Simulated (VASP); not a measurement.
# Tl (P6/mmm) in VASP: a series of runs

Tl is run at these levels: PBEsol; tasks: relaxation of cell and atoms.

All numbers are computed with VASP 6.6.1; they aren't measurements. Logs are shortened: lines on timing, memory, paths and dates and some standing lists are left out, and cuts for length are marked.

### Step 1. The cell of the first run

Symmetry: P6/mmm, No. 191, hexagonal system. The conventional cell has a = 4.845 Å, b = 4.845 Å, c = 3.004 Å, α = 90.00°, β = 90.00°, γ = 120.00°. Within 4.0 Å of Tl (site symmetry 6/mmm) lie 14 Tl at 3.00 to 3.18 Å. Within 3.7 Å of Tl (site symmetry -6m2) lie 11 Tl at 2.80 to 3.18 Å.

This isn't the form of Tl at room conditions, which is hcp.

### Step 2. Relaxation of cell and atoms, PBEsol, target pressure 31 GPa, at which the enthalpy is minimised

Input file INCAR:

```
PREC     = Accurate       # precision mode
ENCUT    = 600            # plane-wave cutoff, eV
EDIFF    = 1E-7           # SCF threshold, eV
ISMEAR   = -1             # smearing method
SIGMA    = 0.1            # smearing width, eV
LREAL    = False          # projectors in reciprocal space
LASPH    = True           # aspherical terms in the spheres
NELM     = 80             # most SCF steps
ALGO     = Normal         # electronic algorithm
ISIF     = 3              # what is computed and relaxed
LWAVE    = False          # write WAVECAR
LCHARG   = False          # write CHGCAR
GGA      = PS             # functional
IBRION   = 2              # ionic algorithm
NSW      = 60             # ionic steps
EDIFFG   = -0.005         # ionic threshold
PSTRESS  = 310.0
```

Input file KPOINTS:

```
regular mesh
0
Gamma
  8 8 10
```

Input file POSCAR:

```
Tl
1.0
    4.8452695961      0.0000000000      0.0000000000
   -2.4226347980      4.1961265584      0.0000000000
    0.0000000000      0.0000000000      3.0040671496
Tl
3
Direct
    0.0000000000      0.0000000000      0.0000000000
    0.3333333333      0.6666666667      0.5000000000
    0.6666666667      0.3333333333      0.5000000000
```

Potentials or basis: VASP PAW PBE potentials, release 64 (Tl_d).

The run is started by

```bash
$ cat potpaw_PBE.64/Tl_d/POTCAR > POTCAR
$ mpirun -np 1 vasp_std > vasp.out
```

OUTCAR:

```text
PREC = Accurate
   ENCUT = 600
   EDIFF = 1E-7
   ISMEAR = -1
   LREAL = False
   LASPH = True
   NELM = 80
   ISIF = 3
   GGA = PS
   IBRION = 2
   NSW = 60
   EDIFFG = -0.005
   PSTRESS = 310.0

 ion  position               nearest neighbor table
   1  0.000  0.000  0.000-   2 3.18   3 3.18   2 3.18   3 3.18   2 3.18   2 3.18   3 3.18   3 3.18
                             3 3.18   3 3.18   2 3.18   2 3.18
   2  0.333  0.667  0.500-   3 2.80   3 2.80   3 2.80   1 3.18   1 3.18   1 3.18   1 3.18   1 3.18
                             1 3.18   3 4.10   3 4.10   3 4.10   3 4.10   3 4.10   3 4.10
   3  0.667  0.333  0.500-   2 2.80   2 2.80   2 2.80   1 3.18   1 3.18   1 3.18   1 3.18   1 3.18
                             1 3.18   2 4.10   2 4.10   2 4.10   2 4.10   2 4.10   2 4.10

  LATTYP: Found a hexagonal cell.
 ALAT       =     4.8452695961
 C/A-ratio  =     0.6200000000

  Lattice vectors:

 A1 = (   4.8452695961,   0.0000000000,   0.0000000000)
 A2 = (  -2.4226347980,   4.1961265584,   0.0000000000)
 A3 = (   0.0000000000,   0.0000000000,   3.0040671496)

Analysis of symmetry for initial positions (statically):
=====================================================================
 Subroutine PRICEL returns:
 Original cell was already a primitive cell.

 Routine SETGRP: Setting up the symmetry group for a
 hexagonal supercell.

 Subroutine GETGRP returns: Found 24 space group operations
 (whereof 24 operations were pure point group operations)
 out of a pool of 24 trial point group operations.

The static configuration has the point symmetry D_6h.

Analysis of symmetry for dynamics (positions and initial velocities):
=====================================================================
 Subroutine PRICEL returns:
 Original cell was already a primitive cell.

 Routine SETGRP: Setting up the symmetry group for a
 hexagonal supercell.

 Subroutine GETGRP returns: Found 24 space group operations
 (whereof 24 operations were pure point group operations)
 out of a pool of 24 trial point group operations.

The dynamic configuration has the point symmetry D_6h.

 Subroutine INISYM returns: Found 24 space group operations
 (whereof 24 operations are pure point group operations),
 and found     1 'primitive' translations

[... 104 lines left out ...]
   POTIM  = 0.5000    time-step for ionic-motion
   TEBEG  =    0.0;   TEEND  =   0.0 temperature during run
   PSTRESS=  310.0 pullay stress
   NELECT =      39.0000    total number of electrons
   NUPDOWN=      -1.0000    fix difference up-down
   EMIN   =  10.00;   EMAX   =-10.00  energy-range for DOS
   EFERMI =   0.00;   METHOD = LEGACY
   ISMEAR =    -1;   SIGMA  =   0.10  broadening in eV -4-tet -1-fermi 0-gaus
   EFERMI_NEDOS =   21; number of points for ismear=-14 and -15
   IALGO  =     38    algorithm
   IMIX   =      4    mixing-type and parameters
     AMIX     =   0.40;   BMIX     =  1.00
     AMIX_MAG =   1.60;   BMIX_MAG =  1.00
  volume/ion in A,a.u.               =      20.36       137.39
  Fermi-wavevector in a.u.,A,eV,Ry     =   1.409736  2.664014 27.039596  1.987354
  Thomas-Fermi vector in A             =   2.531761
   LORBIT       =      0    0 simple, 1 ext, 2 COOP (PROOUT), +10 PAW based schemes
   GGA     = PS    functional components
   LHFCALC =     F    Hartree Fock is set to
   AEXX    =    0.0000 exact exchange contribution
   IVDW    =     0    specifies the selected vdW correction
   LEPSILON=     F    determine dielectric tensor
   LRPA    =     F    only Hartree local field effects (RPA)
 conjugate gradient relaxation of ions
 non-spin polarized calculation
  energy-cutoff  :      600.00
  volume of cell :       61.08
 maximum number of plane-waves:      2075
 NGX is ok and might be reduce to    40
   NGX = 19   NGY = 19   NGZ = 11

--------------------------------------- Ionic step        1  -------------------------------------------

 number of electron      39.0000005 magnetization

 Free energy of the ion-electron system (eV)
  ---------------------------------------------------
  ext. energy  EPLUGINS =         0.00000000
  ---------------------------------------------------
  free energy    TOTEN  =        -6.03809734 eV

  energy without entropy =       -5.99746451  energy(sigma->0) =       -6.01778092

------------------------ aborting loop because EDIFF is reached ----------------------------------------

  FORCE on cell =-STRESS in cart. coord.  units (eV):
  Direction    XX          YY          ZZ          XY          YZ          ZX
  --------------------------------------------------------------------------------------
  -------------------------------------------------------------------------------------
  Total       12.8635709     12.8635709     11.2896593      0.0000000     -0.0000000     -0.0000000
  in kB      337.4395358    337.4395358    296.1524013      0.0000000     -0.0000000     -0.0000000
  external PRESSURE =      13.6771576 kB  Pullay stress =     310.0000000 kB
[... 100 lines left out ...]
  energy  without entropy=       -6.1890638814  energy(sigma->0) =       -6.21137063

  enthalpy is  TOTEN    =         5.7675014782 eV   P V=       12.0011788498

[... ionic steps 4 to 8 ...]

--------------------------------------- Ionic step        9  -------------------------------------------

 number of electron      38.9999995 magnetization

------------------------ aborting loop because EDIFF is reached ----------------------------------------
[... 73 lines left out ...]
--------------------------------------- Ionic step       11  -------------------------------------------

 number of electron      38.9999995 magnetization

 Free energy of the ion-electron system (eV)
  ---------------------------------------------------
  ext. energy  EPLUGINS =         0.00000000
  ---------------------------------------------------
  free energy    TOTEN  =        -6.14428869 eV

  energy without entropy =       -6.09734308  energy(sigma->0) =       -6.12081589

 E-fermi :  10.7452     XC(G=0): -12.1311

 val. band max:       10.7274802333   @ k =   0.3750   0.0000   0.5000
 cond. band min:      10.7464638019   @ k =   0.2500   0.2500   0.1000
 fundamental gap:      0.0189835686
 Fermi energy:        10.7451616017

 k-point     1 :       0.0000    0.0000    0.0000
  band No.  band energies     occupation
      1      -2.7317      2.00000
      2      -2.2311      2.00000
      3      -2.0220      2.00000
      4      -1.9134      2.00000
      5      -1.7659      2.00000
      6      -1.7659      2.00000
[... 613 lines left out ...]
     22      15.4882      0.00000
     23      15.7104      0.00000

 [... further k-points ...]
[... 5 lines left out ...]
  --------------------------------------------------------------------------------------
  -------------------------------------------------------------------------------------
  Total       11.8966783     11.8966783     11.8922660      0.0000000     -0.0000000      0.0000000
  in kB      309.8101011    309.8101011    309.6951961      0.0000000     -0.0000000      0.0000000
  external PRESSURE =      -0.2282005 kB  Pullay stress =     310.0000000 kB
[... 22 lines left out ...]
  energy  without entropy=       -6.0973430816  energy(sigma->0) =       -6.12081589

  enthalpy is  TOTEN    =         5.7596817243 eV   P V=       11.9039704164

 reached required accuracy - stopping structural energy minimisation
```

OSZICAR:

```text
N       E                     dE             d eps       ncg     rms          rms(c)
DAV:   1     0.248373510548E+03    0.24837E+03   -0.23579E+04  2776   0.185E+03
DAV:   2    -0.136555070410E+01   -0.24974E+03   -0.24703E+03  3040   0.395E+02
DAV:   3    -0.626768619240E+01   -0.49021E+01   -0.48408E+01  3194   0.493E+01
DAV:   4    -0.628834942331E+01   -0.20663E-01   -0.20602E-01  2893   0.357E+00
[... 88 lines left out ...]
DAV:   1    -0.614436433730E+01   -0.30847E-02   -0.24301E-03  2963   0.372E-01    0.421E-02
DAV:   2    -0.614430737426E+01    0.56963E-04   -0.84808E-05  2851   0.818E-02    0.209E-02
DAV:   3    -0.614428992807E+01    0.17446E-04   -0.36724E-05  2921   0.519E-02    0.103E-02
DAV:   4    -0.614428872183E+01    0.12062E-05   -0.39335E-06  2949   0.153E-02    0.126E-03
DAV:   5    -0.614428869213E+01    0.29700E-07   -0.27097E-07  2212   0.463E-03
  11 F= 0.57596817E+01 E0= 0.57831545E+01  d E =-.248197E-05
```

Run time: 5.3 min. Hardware: 1 thread of AMD EPYC 9R45 (Zen 5), shared host; peak memory 0.22 GiB.

What came out:

- Free energy: -6.1443 eV
- Relaxed volume: 20.51 Å³/atom
- Relaxed cell: a = 4.916 Å, b = 4.916 Å, c = 2.940 Å, α = 90.00°, β = 90.00°, γ = 120.00°
- Space group after relaxing (to 0.1 Å): P6/mmm (No. 191)
- Energy change on relaxing (the run minimises the enthalpy): -35.4 meV/atom
- Ionic steps: 11
- Pressure after relaxing: 31.0 GPa
- Band gap on the k mesh: zero (an odd number of electrons rules out a gap without spin polarisation)

Step by step:
```
step  energy change (eV)  largest force (eV/Å)  pressure (GPa)  volume (Å³)
   1              0.0000                0.0000           32.37        61.08
   2             -0.3049                0.0000           27.99        62.61
   3             -0.1956                0.0000           29.57        62.03
   4             -0.0598                0.0000           31.68        61.29
   5             -0.0938                0.0000           31.16        61.46
   6             -0.0916                0.0000           31.20        61.45
   7             -0.1174                0.0000           30.82        61.58
   8             -0.1029                0.0000           31.04        61.51
   9             -0.1035                0.0000           31.02        61.51
  10             -0.1032                0.0000           31.03        61.51
  11             -0.1062                0.0000           30.98        61.52
```

Final structure:
```
Tl
1.0
     4.91590    0.00000    0.00000
    -2.45795    4.25729    0.00000
     0.00000    0.00000    2.93971
Tl
3
Direct
  0.00000 0.00000 0.00000
  0.33333 0.66667 0.50000
  0.66667 0.33333 0.50000
```

Caveat: the cell is relaxed towards a set pressure, so the run minimises the enthalpy, not the energy; the PAW data sets were made with another functional, which shifts forces and pressure a little; spin-orbit coupling is left out, which moves the levels of the heavy elements.

### Step 3. Relaxation of cell and atoms, PBEsol, target pressure 31 GPa, at which the enthalpy is minimised

This run uses another cell than the first one, of 20.50 Å³/atom.

Input file INCAR:

```
SYSTEM = Tl
ALGO = Normal
EDIFF = 1E-6
EDIFFG = -0.005
ENCUT = 600
GGA = PS
IBRION = 2
ISIF = 3
ISMEAR = -1
LASPH = .TRUE.
LCHARG = .FALSE.
LREAL = .FALSE.
LWAVE = .FALSE.
NELM = 60
NSW = 32
PREC = Accurate
PSTRESS = 310.0
SIGMA = 0.1
```

Input file KPOINTS:

```
k-points
0
G
  8 8 10
  0 0 0
```

Input file POSCAR:

```
Tl
1.0
    4.9154438050      0.0000000000      0.0000000000
   -2.4577219024      4.2568992060      0.0000000000
    0.0000000000      0.0000000000      2.9394527365
Tl
3
Direct
    0.0000000000      0.0000000000      0.0000000000
    0.3333333333      0.6666666667      0.5000000000
    0.6666666667      0.3333333333      0.5000000000
```

Potentials or basis: VASP PAW PBE potentials, release 64 (Tl_d).

The run is started by

```bash
$ cat potpaw_PBE.64/Tl_d/POTCAR > POTCAR
$ mpirun -np 1 vasp_std > vasp.out
```

OUTCAR:

```text
SYSTEM = Tl
   EDIFF = 1E-6
   EDIFFG = -0.005
   ENCUT = 600
   GGA = PS
   IBRION = 2
   ISIF = 3
   ISMEAR = -1
   LASPH = .TRUE.
   LREAL = .FALSE.
   NELM = 60
   NSW = 32
   PREC = Accurate
   PSTRESS = 310.0

 ion  position               nearest neighbor table
   1  0.000  0.000  0.000-   2 3.20   3 3.20   2 3.20   3 3.20   2 3.20   2 3.20   3 3.20   3 3.20
                             3 3.20   3 3.20   2 3.20   2 3.20
   2  0.333  0.667  0.500-   3 2.84   3 2.84   3 2.84   1 3.20   1 3.20   1 3.20   1 3.20   1 3.20
                             1 3.20   3 4.09   3 4.09   3 4.09   3 4.09   3 4.09   3 4.09
   3  0.667  0.333  0.500-   2 2.84   2 2.84   2 2.84   1 3.20   1 3.20   1 3.20   1 3.20   1 3.20
                             1 3.20   2 4.09   2 4.09   2 4.09   2 4.09   2 4.09   2 4.09

  LATTYP: Found a hexagonal cell.
 ALAT       =     4.9154438050
 C/A-ratio  =     0.5980035279

[... 266 lines left out ...]
  ---------------------------------------------------
  free energy    TOTEN  =        -6.14477177 eV

  energy without entropy =       -6.09782454  energy(sigma->0) =       -6.12129815

 E-fermi :  10.7447     XC(G=0): -12.1310

 val. band max:       10.7270391995   @ k =   0.3750  -0.0000   0.5000
 cond. band min:      10.7457963625   @ k =   0.2500   0.2500   0.1000
 fundamental gap:      0.0187571630
 Fermi energy:        10.7447399095

 k-point     1 :       0.0000    0.0000    0.0000
  band No.  band energies     occupation
      1      -2.7320      2.00000
      2      -2.2313      2.00000
      3      -2.0225      2.00000
      4      -1.9139      2.00000
      5      -1.7663      2.00000
      6      -1.7663      2.00000
[... 613 lines left out ...]
     22      15.4876      0.00000
     23      15.7103      0.00000

 [... further k-points ...]

------------------------ aborting loop because EDIFF is reached ----------------------------------------

  FORCE on cell =-STRESS in cart. coord.  units (eV):
  Direction    XX          YY          ZZ          XY          YZ          ZX
  --------------------------------------------------------------------------------------
  -------------------------------------------------------------------------------------
  Total       11.9050235     11.9050235     11.8944333      0.0000000     -0.0000000      0.0000000
  in kB      310.0203860    310.0203860    309.7446049      0.0000000     -0.0000000      0.0000000
  external PRESSURE =      -0.0715410 kB  Pullay stress =     310.0000000 kB
[... 22 lines left out ...]
  energy  without entropy=       -6.0978245367  energy(sigma->0) =       -6.12129815

  enthalpy is  TOTEN    =         5.7594689288 eV   P V=       11.9042406977

 reached required accuracy - stopping structural energy minimisation
```

OSZICAR:

```text
N       E                     dE             d eps       ncg     rms          rms(c)
DAV:   1     0.244611921134E+03    0.24461E+03   -0.23491E+04  2792   0.185E+03
[... 17 lines left out ...]
   2 F= 0.57594972E+01 E0= 0.57829856E+01  d E =0.271479E-04
       N       E                     dE             d eps       ncg     rms          rms(c)
DAV:   1    -0.614507432639E+01    0.95517E-02   -0.56815E-03  2788   0.683E-01    0.925E-02
DAV:   2    -0.614480889903E+01    0.26543E-03   -0.56733E-04  2823   0.210E-01    0.378E-02
DAV:   3    -0.614477099587E+01    0.37903E-04   -0.14507E-04  2823   0.109E-01    0.272E-02
DAV:   4    -0.614477251535E+01   -0.15195E-05   -0.11813E-05  2829   0.219E-02    0.445E-03
DAV:   5    -0.614477176897E+01    0.74639E-06   -0.25911E-06  1692   0.145E-02
   3 F= 0.57594689E+01 E0= 0.57829425E+01  d E =-.113673E-05
```

Run time: 87 s. Hardware: 1 thread of AMD EPYC 9R45 (Zen 5), shared host; peak memory 0.21 GiB.

What came out:

- Free energy: -6.1448 eV
- Relaxed volume: 20.51 Å³/atom
- Relaxed cell: a = 4.916 Å, b = 4.916 Å, c = 2.940 Å, α = 90.00°, β = 90.00°, γ = 120.00°
- Space group after relaxing (to 0.1 Å): P6/mmm (No. 191)
- Energy change on relaxing (the run minimises the enthalpy): -1.2 meV/atom
- Ionic steps: 3
- Pressure after relaxing: 31.0 GPa
- Band gap on the k mesh: zero (an odd number of electrons rules out a gap without spin polarisation)

Step by step:
```tsv
step	energy change (eV)	largest force (eV/Å)	pressure (GPa)	volume (Å³)
1	0.0000	0.0000	31.06	61.51
2	-0.0134	0.0000	30.82	61.58
3	-0.0035	0.0000	30.99	61.52
```

Final structure:
```xyz
3
Lattice="4.9160 0.0000 0.0000 -2.4580 4.2574 0.0000 0.0000 0.0000 2.9397" Properties=species:S:1:pos:R:3 pbc="T T T"
Tl   -2.4580    4.2574    2.9397
Tl    0.0000    2.8383    1.4698
Tl    2.4580    1.4191    1.4698
```

Caveat: the cell is relaxed towards a set pressure, so the run minimises the enthalpy, not the energy; the PAW data sets were made with another functional, which shifts forces and pressure a little; spin-orbit coupling is left out, which moves the levels of the heavy elements.
